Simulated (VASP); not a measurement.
WS2:

```
W S
1.0
     3.18000    0.00000    0.00000
    -1.59000    2.75396    0.00000
     0.00000    0.00000   12.50000
W S
2 4
Cartesian
  1.5900 0.9180 9.3750
  0.0000 1.8360 3.1250
  1.5900 0.9180 4.6875
  0.0000 1.8360 10.9375
  1.5900 0.9180 1.5625
  0.0000 1.8360 7.8125
```

| Quantity | Value |
| --- | --- |
| Program | VASP 6.6.1 |
| Task | relaxation of cell and atoms |
| Functional | RPBE |
| Dispersion | D3(BJ) |
| Potentials or basis | VASP PAW PBE potentials, release 64 (W_sv, S) |
| Cutoff | 600 eV |
| k mesh | 10 × 10 × 3 |
| Occupations | fermi-dirac, width 0.05 eV |
| Spin | no spin polarisation |

At the start: pressure -14.2 GPa; volume 18.24 Å³/atom.

Question: How do energy, volume and symmetry change on relaxing?

Answer: Over 16 steps the energy falls by 162.5 meV/atom and the volume is 14.62 Å³/atom (-19.9 %); space group P6_3/mmc (No. 194, to 0.1 Å) before and after.

Step by step:
| step | energy change (eV) | largest force (eV/Å) | pressure (GPa) | volume (Å³) |
| --- | --- | --- | --- | --- |
| 1 | 0.0000 | 0.3398 | -14.16 | 109.47 |
| 2 | 1.4093 | 5.3421 | 46.43 | 85.76 |
| 3 | -0.4883 | 1.1889 | -0.09 | 100.76 |
| 4 | -0.4897 | 1.2620 | 0.64 | 100.40 |
| 5 | -0.6350 | 0.0136 | -1.04 | 97.48 |
| 6 | -0.6527 | 0.2831 | -0.74 | 98.20 |
| 7 | -0.6924 | 0.3254 | -0.47 | 97.02 |
| 8 | -0.8105 | 0.4686 | 0.76 | 93.48 |
| 9 | -0.9331 | 0.6816 | 5.71 | 86.49 |
| 10 | -0.9440 | 0.5571 | 5.00 | 86.39 |
| 11 | -0.9580 | 0.1862 | 2.99 | 86.06 |
| 12 | -0.9629 | 0.1572 | 2.51 | 86.32 |
| 13 | -0.9725 | 0.0695 | 1.10 | 87.08 |
| 14 | -0.9711 | 0.1117 | -1.53 | 88.61 |
| 15 | -0.9751 | 0.0102 | -0.11 | 87.77 |
| 16 | -0.9751 | 0.0061 | -0.07 | 87.74 |

Final structure:
```yaml
crystal:
  lattice:
    - [3.00454, 0.00000, 0.00000]
    - [-1.50227, 2.60200, 0.00000]
    - [0.00000, 0.00000, 11.22249]
  atoms:
    - { symbol: W, position: [0.66667, 0.33333, 0.75000] }
    - { symbol: W, position: [0.33333, 0.66667, 0.25000] }
    - { symbol: S, position: [0.66667, 0.33333, 0.39263] }
    - { symbol: S, position: [0.33333, 0.66667, 0.89263] }
    - { symbol: S, position: [0.66667, 0.33333, 0.10737] }
    - { symbol: S, position: [0.33333, 0.66667, 0.60737] }
```

Caveat: the volume moved by over 15 % at a fixed basis, so the end points are rough; the dispersion term is far too large for a dense solid, which distorts pressure and volume; the PAW data sets were made with another functional, which shifts forces and pressure a little.
